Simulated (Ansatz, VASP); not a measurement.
# Two plane-wave programs on Mo

```
Mo
1.0
     2.73007    0.00000    0.00000
    -1.36503    2.36431    0.00000
     0.00000    0.00000   14.51674
Mo
6
Direct
  0.00000 0.00000 0.00000
  0.33333 0.66667 0.16667
  0.66667 0.33333 0.33333
  0.00000 0.00000 0.50000
  0.66667 0.33333 0.66667
  0.33333 0.66667 0.83333
```

Alike in both runs: task relaxation of cell and atoms; functional PBEsol; k mesh 18 × 18 × 4; occupations gaussian, width 0.1 eV; no spin polarisation.

|  | VASP | Ansatz |
| --- | --- | --- |
| version | VASP 6.6.1 | Ansatz 0.2.0 |
| potentials or method | VASP PAW PBE potentials, release 64 (Mo_sv), cutoff 600 eV | scalar-relativistic, plane waves, PAW |
| valence electrons in the cell | 84 | 84 |

Ansatz gave:

| Item | Value |
| --- | --- |
| gap on the k mesh at the Fermi level, each at its own relaxed structure (eV) | none |
| relaxed volume (Å³/atom) | 15.57 |
| relaxed cell length with the largest relative difference (Å) | 14.251 |

Question: Which values does VASP return?

Answer: gap on the k mesh at the Fermi level, each at its own relaxed structure (eV): none; relaxed volume (Å³/atom): 15.60; relaxed cell length with the largest relative difference (Å): 14.261.

VASP's potentials were made for PBE, not for PBEsol. A gap of «none» marks a metal or a gap that the smearing closes.
